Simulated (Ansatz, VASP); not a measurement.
**Two plane-wave programs on Sb**

INCAR

```
SYSTEM = Sb
  PREC = Accurate
  ENCUT = 520
  EDIFF = 1E-7
  ISMEAR = -1
  SIGMA = 0.05
  LREAL = .FALSE.
  LASPH = .TRUE.
  NELM = 60
  ALGO = Normal
  ISIF = 2
  LWAVE = .FALSE.
  LCHARG = .FALSE.
  GGA = PE
  NBANDS = 12
```

The input KPOINTS:

```
Automatic mesh
0
G
  9 9 9
  0 0 0
```

Contents of POSCAR:

```
Sb
1.0
    2.1542000000      1.2437279499      3.7580000000
   -2.1542000000      1.2437279499      3.7580000000
    0.0000000000     -2.4874558998      3.7580000000
Sb
2
Direct
    0.2334900000      0.2334900000      0.2334900000
    0.7665100000      0.7665100000      0.7665100000
```

Input for Ansatz:

```yaml
crystal:
  lattice:
    - [2.1542, 1.2437279499, 3.758]
    - [-2.1542, 1.2437279499, 3.758]
    - [0.0, -2.4874558998, 3.758]
  atoms:
    - { symbol: Sb, position: [0.23349, 0.23349, 0.23349] }
    - { symbol: Sb, position: [0.76651, 0.76651, 0.76651] }
kpoints:
  mp_grid: { grid: [9, 9, 9] }
scf:
  occupations: { method: fermi_dirac, width: 0.05 }
hamiltonian:
  xc: pbe
  pseudopotentials: { kind: paw }
output:
  forces: true
  stress: true
  eigenvalues: true
  populations: true
  write_density: true
  write_potential: true
  elf: true
  volumetric_format: npy
```

Change from the starting cell: shortest bond scaled by 1, PAW files.

Alike in both runs: task single point; functional PBE; k mesh 9 × 9 × 9; occupations fermi-dirac, width 0.05 eV; no spin polarisation.

|  | VASP | Ansatz |
| --- | --- | --- |
| version | VASP 6.6.1 | Ansatz 0.2.0 |
| potentials or method | VASP PAW PBE potentials, release 64 (Sb) | PAW with Ansatz's default frozen-core files, scalar-relativistic |
| plane-wave cutoff (eV) | 520 | 420 |
| valence electrons in the cell | 10 | 30 |

|  | VASP | Ansatz | Ansatz less VASP |
| --- | --- | --- | --- |
| pressure (GPa) | 2.8 | 2.7 | -0.07 |
| traceless stress, the component that is largest in VASP (GPa) | -0.36 | -0.32 | +0.036 |
| rms of the force components (eV/Å) | 0.127 | 0.102 | -0.0255 |

Atom by atom the forces differ by 0.026 eV/Å (rms over components). VASP's potentials hold 10 valence electrons a cell and Ansatz's 30, so a difference there can come from the potentials and not from the codes.

Neither program's run includes spin-orbit coupling.
